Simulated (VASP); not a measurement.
# CaB (P-6m2) in VASP: notebook

Runs on CaB. Level: PBE. Tasks: single point, relaxation of cell and atoms.

All numbers are computed with VASP 6.6.1; they aren't measurements. Logs are shortened: lines on timing, memory, paths and dates and some standing lists are left out, and cuts for length are marked.

## 1. The cell of the first run

The structure is hexagonal, space group P-6m2 (No. 187). Conventional cell: a = 3.679 Å, b = 3.679 Å, c = 3.559 Å, α = 90.00°, β = 90.00°, γ = 120.00°. Ca (site symmetry -6m2) has 6 B at 2.77 Å and 8 Ca at 3.56 to 3.68 Å within 3.7 Å. B (site symmetry -6m2) has 6 Ca at 2.77 Å and 8 B at 3.56 to 3.68 Å within 3.7 Å.

## 2. Single point, PBE

File INCAR:

```
SYSTEM = CaB
ALGO = Normal
EDIFF = 1E-6
ENCUT = 520
GGA = PE
ISIF = 2
ISMEAR = 0
LASPH = .TRUE.
LCHARG = .FALSE.
LREAL = .FALSE.
LWAVE = .FALSE.
NBANDS = 14
NELM = 100
PREC = Accurate
SIGMA = 0.1
```

File KPOINTS:

```
k-points
0
G
  18 18 16
  0 0 0
```

File POSCAR:

```
CaB
1.0
    3.6790018571      0.0000000000      0.0000000000
   -1.8395009286      3.1861090688      0.0000000000
    0.0000000000      0.0000000000      3.5593056471
Ca B
1 1
Direct
    0.6666666667      0.3333333333      0.5000000000
    0.3333333333      0.6666666667      0.0000000000
```

Potentials or basis: VASP PAW PBE potentials, release 64 (Ca_sv, B).

Command:

```console
cat potpaw_PBE.64/Ca_sv/POTCAR potpaw_PBE.64/B/POTCAR > POTCAR
mpirun -np 1 vasp_std > vasp.out
```

OUTCAR:

```text
SYSTEM = CaB
   EDIFF = 1E-6
   ENCUT = 520
   GGA = PE
   ISIF = 2
   ISMEAR = 0
   LASPH = .TRUE.
   LREAL = .FALSE.
   NELM = 100
   PREC = Accurate

 ion  position               nearest neighbor table
   1  0.667  0.333  0.500-
   2  0.333  0.667  0.000-

  LATTYP: Found a hexagonal cell.
 ALAT       =     3.6790018571
 C/A-ratio  =     0.9674650314

  Lattice vectors:

 A1 = (   3.6790018571,   0.0000000000,   0.0000000000)
 A2 = (  -1.8395009286,   3.1861090688,   0.0000000000)
 A3 = (   0.0000000000,   0.0000000000,   3.5593056471)

Analysis of symmetry for initial positions (statically):
=====================================================================
 Subroutine PRICEL returns:
 Original cell was already a primitive cell.

 Routine SETGRP: Setting up the symmetry group for a
 hexagonal supercell.

 Subroutine GETGRP returns: Found 12 space group operations
 (whereof 12 operations were pure point group operations)
 out of a pool of 24 trial point group operations.

The static configuration has the point symmetry D_3h.

Analysis of symmetry for dynamics (positions and initial velocities):
=====================================================================
 Subroutine PRICEL returns:
 Original cell was already a primitive cell.

 Routine SETGRP: Setting up the symmetry group for a
 hexagonal supercell.

 Subroutine GETGRP returns: Found 12 space group operations
 (whereof 12 operations were pure point group operations)
 out of a pool of 24 trial point group operations.

The dynamic configuration has the point symmetry D_3h.

 Subroutine INISYM returns: Found 12 space group operations
 (whereof 12 operations are pure point group operations),
 and found     1 'primitive' translations

----------------------------------------------------------------------------------------

                                     Primitive cell

  volume of cell :      41.7211

  direct lattice vectors                    reciprocal lattice vectors
     3.679001857  0.000000000  0.000000000     0.271812855  0.156931225  0.000000000
    -1.839500929  3.186109069  0.000000000     0.000000000  0.313862451  0.000000000
     0.000000000  0.000000000  3.559305647     0.000000000  0.000000000  0.280953674

  length of vectors
     3.679001857  3.679001857  3.559305647     0.313862451  0.313862451  0.280953674

  position of ions in fractional coordinates (direct lattice)
     0.666666667  0.333333333  0.500000000
     0.333333333  0.666666667  0.000000000

  ion indices of the primitive-cell ions
   primitive index   ion index
                 1           1
                 2           2

----------------------------------------------------------------------------------------

 KPOINTS: k-points

Automatic generation of k-mesh.
 Grid dimensions read from file:
 generate k-points for:   18   18   16

 Generating k-lattice:

  Cartesian coordinates                     Fractional coordinates (reciprocal lattice)
     0.015100714  0.008718401  0.000000000     0.055555556  0.000000000  0.000000000
     0.000000000  0.017436803  0.000000000     0.000000000  0.055555556  0.000000000
     0.000000000  0.000000000  0.017559605     0.000000000  0.000000000  0.062500000

  Length of vectors
     0.017436803  0.017436803  0.017559605

  Shift w.r.t. Gamma in fractional coordinates (k-lattice)
     0.000000000  0.000000000  0.000000000

 Subroutine IBZKPT returns following result:
 ===========================================

 Found    333 irreducible k-points:

 Following reciprocal coordinates:
            Coordinates               Weight
  0.000000  0.000000  0.000000      1.000000
  0.055556 -0.000000  0.000000      6.000000
  0.111111 -0.000000  0.000000      6.000000
  0.166667 -0.000000  0.000000      6.000000
  0.222222  0.000000  0.000000      6.000000
  0.277778 -0.000000  0.000000      6.000000
[... 16 lines left out ...]
  0.333333  0.111111  0.000000     12.000000
  0.388889  0.111111  0.000000     12.000000
 [... further k-points ...]
   k-points           NKPTS =    333   k-points in BZ     NKDIM =    333   number of bands    NBANDS=     14
   number of dos      NEDOS =    301   number of ions     NIONS =      2
   total plane-waves  NPLWV =  21952
   dimension x,y,z NGX =    28 NGY =   28 NGZ =   28
   dimension x,y,z NGXF=    56 NGYF=   56 NGZF=   56
   ions per type =               1   1
   NGX,Y,Z   is equivalent  to a cutoff of  12.65, 12.65, 13.08 a.u.
   NGXF,Y,Z  is equivalent  to a cutoff of  25.31, 25.31, 26.16 a.u.
 SYSTEM =  CaB
   PREC   = accura    normal or accurate (medium, high low for compatibility)
   ISTART =      0    job   : 0-new  1-cont  2-samecut
   ICHARG =      2    charge: 1-file 2-atom 10-const
   ISPIN  =      1    spin polarized calculation?
   LNONCOLLINEAR =      F non collinear calculations
   LSORBIT =      F    spin-orbit coupling
   LASPH  =      T    aspherical Exc in radial PAW
   ENCUT  =  520.0 eV  38.22 Ry    6.18 a.u.   6.84  6.84  6.62*2*pi/ulx,y,z
   NELM   =    100;   NELMIN=  2; NELMDL= -5     # of ELM steps
   EDIFF  = 0.1E-05   stopping-criterion for ELM
   LREAL  =      F    real-space projection
   EDIFFG = 0.1E-04   stopping-criterion for IOM
   NSW    =      0    number of steps for IOM
   IBRION =     -1    ionic relax: 0-MD 1-quasi-New 2-CG
   NFREE  =      0    steps in history (QN), initial steepest desc. (CG)
   ISIF   =      2    stress and relaxation
   ISYM   =      2    0-nonsym 1-usesym 2-fastsym
   POTIM  = 0.5000    time-step for ionic-motion
   TEBEG  =    0.0;   TEEND  =   0.0 temperature during run
   PSTRESS=    0.0 pullay stress
   NELECT =      13.0000    total number of electrons
   NUPDOWN=      -1.0000    fix difference up-down
   EMIN   =  10.00;   EMAX   =-10.00  energy-range for DOS
   EFERMI =   0.00;   METHOD = LEGACY
   ISMEAR =     0;   SIGMA  =   0.10  broadening in eV -4-tet -1-fermi 0-gaus
   EFERMI_NEDOS =   21; number of points for ismear=-14 and -15
   IALGO  =     38    algorithm
   IMIX   =      4    mixing-type and parameters
     AMIX     =   0.40;   BMIX     =  1.00
     AMIX_MAG =   1.60;   BMIX_MAG =  1.00
  volume/ion in A,a.u.               =      20.86       140.77
  Fermi-wavevector in a.u.,A,eV,Ry     =   1.109866  2.097343 16.759698  1.231803
  Thomas-Fermi vector in A             =   2.246411
   LORBIT       =      0    0 simple, 1 ext, 2 COOP (PROOUT), +10 PAW based schemes
   GGA     = PE    functional components
   LHFCALC =     F    Hartree Fock is set to
   AEXX    =    0.0000 exact exchange contribution
   IVDW    =     0    specifies the selected vdW correction
   LEPSILON=     F    determine dielectric tensor
   LRPA    =     F    only Hartree local field effects (RPA)
 non-spin polarized calculation
 Gauss-broadening in eV      SIGMA  =   0.10
  energy-cutoff  :      520.00
  volume of cell :       41.72
 maximum number of plane-waves:      1147
 NGX is ok and might be reduce to    28
   NGX = 13   NGY = 13   NGZ = 13

 number of electron      13.0000000 magnetization

 Free energy of the ion-electron system (eV)
  ---------------------------------------------------
  ext. energy  EPLUGINS =         0.00000000
  ---------------------------------------------------
  free energy    TOTEN  =        -6.62338263 eV

  energy without entropy =       -6.61703836  energy(sigma->0) =       -6.62021050

 E-fermi :   2.5204     XC(G=0):  -9.1488

 val. band max:        2.5027239930   @ k =   0.2778  -0.0000   0.4375
 cond. band min:       2.5371225233   @ k =   0.1667   0.1111   0.1875
 fundamental gap:      0.0343985303
 Fermi energy:         2.5203681684

 k-point     1 :       0.0000    0.0000    0.0000
  band No.  band energies     occupation
      1     -37.7189      2.00000
      2     -18.6727      2.00000
      3     -18.6644      2.00000
      4     -18.6644      2.00000
      5      -4.7970      2.00000
      6       3.6653      0.00000
      7       3.6653      0.00000
      8       4.3204      0.00000
      9       4.3333      0.00000
     10       8.1367      0.00000
     11       8.1367      0.00000
     12       8.4869      0.00000
     13       8.4869      0.00000
     14       8.5364      0.00000

 k-point     2 :       0.0556   -0.0000    0.0000
  band No.  band energies     occupation
      1     -37.7182      2.00000
      2     -18.6718      2.00000
      3     -18.6717      2.00000
      4     -18.6660      2.00000
      5      -4.7568      2.00000
      6       3.5172      0.00000
      7       3.6754      0.00000
      8       4.2891      0.00000
      9       4.3762      0.00000
     10       8.1243      0.00000
     11       8.1860      0.00000
     12       8.4105      0.00000
     13       8.4720      0.00000
     14       8.6840      0.00000

 k-point     3 :       0.1111   -0.0000    0.0000
  band No.  band energies     occupation
      1     -37.7163      2.00000
      2     -18.6929      2.00000
      3     -18.6707      2.00000
      4     -18.6689      2.00000
      5      -4.6381      2.00000
      6       3.1438      0.00000
      7       3.7037      0.00000
      8       4.2036      0.00000
      9       4.4738      0.00000
     10       8.0888      0.00000
     11       8.2102      0.00000
     12       8.3216      0.00000
     13       8.4357      0.00000
     14       9.0670      0.00000
[... 324 lines left out ...]
 k-point    23 :       0.3333    0.1111    0.0000
  band No.  band energies     occupation
      1     -37.6978      2.00000
      2     -18.8691      2.00000
      3     -18.7280      2.00000
      4     -18.6431      2.00000
      5      -3.1761      2.00000
      6       0.6544      2.00000
      7       3.1988      0.00000
      8       3.6346      0.00000
      9       5.1897      0.00000
     10       7.5386      0.00000
     11       7.7449      0.00000
     12       8.6275      0.00000
     13       9.4391      0.00000
     14      10.7088      0.00000

 k-point    24 :       0.3889    0.1111    0.0000
  band No.  band energies     occupation
      1     -37.6960      2.00000
      2     -18.8864      2.00000
      3     -18.7340      2.00000
      4     -18.6404      2.00000
      5      -2.9450      2.00000
      6       0.3630      2.00000
      7       3.1166      0.00000
      8       3.5914      0.00000
      9       5.2116      0.00000
     10       7.4803      0.00000
     11       7.9836      0.00000
     12       8.5718      0.00000
     13       9.5174      0.00000
     14      10.7623      0.00000

 [... further k-points ...]
[... 5 lines left out ...]
  --------------------------------------------------------------------------------------
  -------------------------------------------------------------------------------------
  Total        0.0372983      0.0372983      0.0420300     -0.0000000      0.0000000     -0.0000000
  in kB        1.4323334      1.4323334      1.6140372     -0.0000000      0.0000000     -0.0000000
  external PRESSURE =       1.4929014 kB  Pullay stress =       0.0000000 kB

 VOLUME and BASIS-vectors are now :
 -----------------------------------------------------------------------------
  energy-cutoff  :      520.00
  volume of cell :       41.72
      direct lattice vectors                 reciprocal lattice vectors
     3.679001857  0.000000000  0.000000000     0.271812855  0.156931225  0.000000000
    -1.839500929  3.186109069  0.000000000     0.000000000  0.313862451  0.000000000
     0.000000000  0.000000000  3.559305647     0.000000000  0.000000000  0.280953674

 POSITION                                       TOTAL-FORCE (eV/Angst)
 -----------------------------------------------------------------------------------
      1.83950      1.06204      1.77965        -0.000000      0.000000      0.000000
     -0.00000      2.12407      0.00000         0.000000     -0.000000      0.000000
 -----------------------------------------------------------------------------------
    total drift:                               -0.000000      0.000000      0.000000

  FREE ENERGIE OF THE ION-ELECTRON SYSTEM (eV)
  ---------------------------------------------------
  free  energy   TOTEN  =        -6.6233826332 eV

  energy  without entropy=       -6.6170383619  energy(sigma->0) =       -6.62021050
```

Wall time 2.4 min (1 thread of AMD EPYC 7R43 (Zen 3), shared host); peak memory 0.28 GiB.

What came out:

```
Free energy : -6.6234 eV
Pressure    : 0.1 GPa
```

Levels at points of the mesh, in eV from the Fermi level:
| k point | band 4 | band 5 | band 6 | band 7 | band 8 | band 9 |
| --- | --- | --- | --- | --- | --- | --- |
| (0.00, 0.00, 0.00) | -21.18 | -7.32 | 1.14 | 1.14 | 1.80 | 1.81 |
| (0.50, 0.00, 0.00) | -21.16 | -5.43 | -2.39 | 1.04 | 1.38 | 1.97 |
| (0.00, 0.00, 0.50) | -21.16 | -5.62 | -2.81 | 1.77 | 1.77 | 3.91 |
| (0.50, 0.00, 0.50) | -21.21 | -4.95 | -1.22 | -1.08 | 0.45 | 2.53 |

(Part 1 of 2 ends here.)
